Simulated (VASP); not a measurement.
# SiB3W in VASP: a series of runs, part 2 of 2

VASP 6.6.1.

## 4. Single point, PBE

The input, INCAR:

```
PREC     = Accurate       # precision mode
ENCUT    = 520            # plane-wave cutoff, eV
EDIFF    = 1E-6           # SCF threshold, eV
ISMEAR   = 0              # smearing method
SIGMA    = 0.1            # smearing width, eV
LREAL    = False          # projectors in reciprocal space
LASPH    = True           # aspherical terms in the spheres
NELM     = 100            # most SCF steps
ALGO     = Normal         # electronic algorithm
ISIF     = 2              # what is computed and relaxed
LWAVE    = False          # write WAVECAR
LCHARG   = True           # write CHGCAR
GGA      = PE             # functional
LELF     = True           # ELF
LVHAR    = True         
NBANDS   = 22             # bands
```

The input, KPOINTS:

```
regular mesh
0
Gamma
  6 6 4
```

The input, POSCAR:

```
SiB3W
1.0
    4.3128697451      0.0000000000      0.0000000000
   -2.1564348725      3.7350547624      0.0000000000
    0.0000000000      0.0000000000      4.7874629725
Si B W
1 3 1
Direct
    0.0000000000      0.0000000000      0.0000000000
    0.4999973277      0.0000000000      0.5000000000
    0.0000000000      0.4999973277      0.5000000000
    0.5000026723      0.5000026723      0.5000000000
    0.0000000000      0.0000000000      0.5000000000
```

Potentials or basis: VASP PAW PBE potentials, release 64 (Si, B, W_sv).

Command:

```console
$ cat potpaw_PBE.64/Si/POTCAR potpaw_PBE.64/B/POTCAR potpaw_PBE.64/W_sv/POTCAR > POTCAR
$ mpirun -np 1 vasp_std > vasp.out
```

OUTCAR:

```text
PREC = Accurate
   ENCUT = 520
   EDIFF = 1E-6
   ISMEAR = 0
   LREAL = False
   LASPH = True
   NELM = 100
   ISIF = 2
   GGA = PE

 ion  position               nearest neighbor table
   1  0.000  0.000  0.000-   5 2.39   5 2.39
   2  0.500  0.000  0.500-   5 2.16   4 2.16   4 2.16   3 2.16   3 2.16   5 2.16
   3  0.000  0.500  0.500-   5 2.16   2 2.16   2 2.16   4 2.16   4 2.16   5 2.16
   4  0.500  0.500  0.500-   5 2.16   2 2.16   2 2.16   3 2.16   3 2.16   5 2.16
   5  0.000  0.000  0.500-   3 2.16   4 2.16   2 2.16   3 2.16   4 2.16   2 2.16   1 2.39   1 2.39

[... 723 lines left out ...]
  -------------------------------------------------------------------------------------
  Total        0.0391543      0.0391543     -0.0178521      0.0000000      0.0000000      0.0000000
  in kB        0.8134313      0.8134313     -0.3708783      0.0000000      0.0000000      0.0000000
  external PRESSURE =       0.4186614 kB  Pullay stress =       0.0000000 kB

 VOLUME and BASIS-vectors are now :
 -----------------------------------------------------------------------------
  energy-cutoff  :      520.00
  volume of cell :       77.12
      direct lattice vectors                 reciprocal lattice vectors
     4.312869745  0.000000000  0.000000000     0.231864178  0.133866846  0.000000000
    -2.156434873  3.735054762  0.000000000     0.000000000  0.267733692  0.000000000
     0.000000000  0.000000000  4.787462973     0.000000000  0.000000000  0.208878900

 POSITION                                       TOTAL-FORCE (eV/Angst)
 -----------------------------------------------------------------------------------
      0.00000      0.00000      0.00000         0.000000      0.000000      0.000000
      2.15642      0.00000      2.39373        -0.000000      0.000000      0.000000
     -1.07821      1.86752      2.39373         0.000000      0.000000      0.000000
      1.07822      1.86754      2.39373         0.000000      0.000000      0.000000
      0.00000      0.00000      2.39373         0.000000      0.000000      0.000000
 -----------------------------------------------------------------------------------
    total drift:                               -0.000000     -0.000000     -0.000000

  FREE ENERGIE OF THE ION-ELECTRON SYSTEM (eV)
  ---------------------------------------------------
  free  energy   TOTEN  =       -34.5620390667 eV

  energy  without entropy=      -34.5587304199  energy(sigma->0) =      -34.56038474
```

OSZICAR:

```text
N       E                     dE             d eps       ncg     rms          rms(c)
DAV:   1     0.152438988189E+03    0.15244E+03   -0.14220E+04  1036   0.111E+03
DAV:   2    -0.290587896871E+02   -0.18150E+03   -0.17340E+03  1054   0.286E+02
DAV:   3    -0.364852407917E+02   -0.74265E+01   -0.72759E+01  1192   0.544E+01
DAV:   4    -0.365994932483E+02   -0.11425E+00   -0.11409E+00  1120   0.700E+00
DAV:   5    -0.366016007773E+02   -0.21075E-02   -0.21073E-02  1222   0.981E-01    0.329E+01
DAV:   6    -0.348340804197E+02    0.17675E+01   -0.32525E+00  1112   0.926E+00    0.157E+01
DAV:   7    -0.345783920885E+02    0.25569E+00   -0.55465E-01  1134   0.381E+00    0.391E+00
DAV:   8    -0.345598145933E+02    0.18577E-01   -0.65648E-02  1168   0.174E+00    0.658E-01
DAV:   9    -0.345607389683E+02   -0.92437E-03   -0.34862E-03  1124   0.457E-01    0.248E-01
DAV:  10    -0.345619276240E+02   -0.11887E-02   -0.18992E-03  1044   0.259E-01    0.659E-02
DAV:  11    -0.345620088439E+02   -0.81220E-04   -0.64467E-05  1196   0.425E-02    0.168E-02
DAV:  12    -0.345620375610E+02   -0.28717E-04   -0.47653E-05  1026   0.313E-02    0.790E-03
DAV:  13    -0.345620386431E+02   -0.10821E-05   -0.10141E-06  1092   0.495E-03    0.265E-03
DAV:  14    -0.345620390667E+02   -0.42354E-06   -0.76877E-07   850   0.417E-03
   1 F= -.34562039E+02 E0= -.34560385E+02  d E =-.330865E-02
```

stdout:

```text
POSCAR found type information on POSCAR SiB W
 POSCAR found :  3 types and       5 ions
 scaLAPACK will be used
 LDA part: xc-table for (Slater+PW92), standard interpolation
 POSCAR, INCAR and KPOINTS ok, starting setup
 FFT: planning ... GRIDC
 FFT: planning ... GRID_SOFT
 FFT: planning ... GRID
 WAVECAR not read
 entering main loop
```

Wall time 29 s (1 thread of Intel Xeon 8259CL, shared host); peak memory 0.2 GiB.

What came out:

```yaml
Free_energy: -34.5620 eV
Pressure: 0.0 GPa
Band_gap_on_the_k_mesh: zero (an odd number of electrons rules out a gap without spin polarisation)
```

Stress tensor (GPa, compression positive):
```
 0.08  0.00  0.00
 0.00  0.08  0.00
 0.00  0.00 -0.04
```

Caveat: spin-orbit coupling is left out, which moves the levels of the heavy elements.

## 5. Relaxation of cell and atoms, PBE

This run uses another cell than the first one, of 7.19 Å³/atom.

The input, INCAR:

```
PREC = Accurate
ENCUT = 600
EDIFF = 1E-6
ISMEAR = 0
SIGMA = 0.1
LREAL = F
LASPH = T
NELM = 100
ALGO = Normal
ISIF = 3
LWAVE = F
LCHARG = F
GGA = PE
IBRION = 2
NSW = 90
EDIFFG = -0.04
```

The input, KPOINTS:

```
Automatic mesh
0
Gamma
  6 6 4
```

The input, POSCAR:

```
SiB3W
1.0
    2.7352887400      0.0000000000      0.0000000000
   -1.3676443700      2.3688295400      0.0000000000
    0.0000000000      0.0000000000      5.5455486500
Si B W
1 3 1
Direct
    0.0000000000      0.0000000000      0.0000000000
    0.4544598600      0.0000000000      0.5000000000
    0.0000000000      0.4544598600      0.5000000000
    0.5455401400      0.5455401400      0.5000000000
    0.0000000000      0.0000000000      0.5000000000
```

Command:

```console
$ cat potpaw_PBE.64/Si/POTCAR potpaw_PBE.64/B/POTCAR potpaw_PBE.64/W_sv/POTCAR > POTCAR
$ mpirun -np 1 vasp_std > vasp.out
```

Wall time 6.7 min (1 thread of Intel Xeon 8259CL, shared host); peak memory 0.19 GiB.

Results (log left out):

- Free energy: -34.4122 eV
- Relaxed volume: 15.31 Å³/atom
- Relaxed cell: a = 4.299 Å, b = 4.299 Å, c = 4.784 Å, α = 90.00°, β = 90.00°, γ = 120.00°
- Space group after relaxing (to 0.1 Å): P6/mmm (No. 191)
- Pressure after relaxing: 0.0 GPa
- Band gap on the k mesh: zero (an odd number of electrons rules out a gap without spin polarisation)

Forces on the atoms (eV/Å):
```
Si   0.000  0.000  0.000
B    0.002  0.000  0.000
B   -0.001  0.002  0.000
B   -0.001 -0.002  0.000
W    0.000  0.000  0.000
```

Stress tensor (GPa, compression positive):
```
-0.04  0.00  0.00
 0.00 -0.04  0.00
 0.00  0.00  0.12
```

Final structure:
```
Si B W
1.0
     4.29854    0.00000    0.00000
    -2.14927    3.72265    0.00000
     0.00000    0.00000    4.78383
Si B W
1 3 1
Direct
  0.00000 0.00000 0.00000
  0.49997 0.00000 0.50000
  0.00000 0.49997 0.50000
  0.50003 0.50003 0.50000
  0.00000 0.00000 0.50000
```

Levels at points of the mesh, in eV from the Fermi level:
```
           k point  band 11  band 12  band 13  band 14  band 15  band 16  band 17
(0.00, 0.00, 0.00)    -1.71    -1.71    -0.25    -0.25     2.37     2.37     2.56
(0.50, 0.00, 0.00)    -3.05    -1.16    -1.12    -0.38     1.85     2.78     2.78
(0.00, 0.00, 0.50)    -1.46    -1.46    -1.33    -1.33    -0.65     2.87     2.87
(0.50, 0.00, 0.50)    -3.03    -3.00    -2.31     0.70     2.72     2.81     4.38
```

Caveat: the k points lie up to 0.33 Å⁻¹ apart in the final cell, too coarse for converged energies and pressures of a metal; the volume moved by over 15 % at a fixed basis, so the end points are rough; spin-orbit coupling is left out, which moves the levels of the heavy elements.

## 6. The runs side by side

```tsv
task	cell	k mesh	cutoff (eV)	smearing	gap on the mesh (eV)	pressure (GPa)
single point	a = 4.315, b = 4.315, c = 4.785 Å, angles 90.0, 90.0, 120.0°, 5 atoms, atomic positions A	12 × 12 × 8	500	methfessel-paxton 0.1 eV	none	0.1
single point	a = 4.313, b = 4.313, c = 4.787 Å, angles 90.0, 90.0, 120.0°, 5 atoms, atomic positions A	6 × 6 × 4	520	gaussian 0.1 eV	none	0.0
relaxation of cell and atoms	relaxed from a = 2.735, b = 2.735, c = 5.546 Å, angles 90.0, 90.0, 120.0°, 5 atoms, atomic positions B	6 × 6 × 4	600	gaussian 0.1 eV	none	0.0
```

Alike in all rows: level PBE; potentials or basis VASP PAW PBE potentials, release 64 (Si, B, W_sv); no spin polarisation.

Caveats: some runs use coarse meshes; spin-orbit coupling is left out, which moves the levels of the heavy elements; the volume moved by over 15 % at a fixed basis, so the end points are rough (at least some runs).

Absolute energies hang on the potentials; compare differences alone.
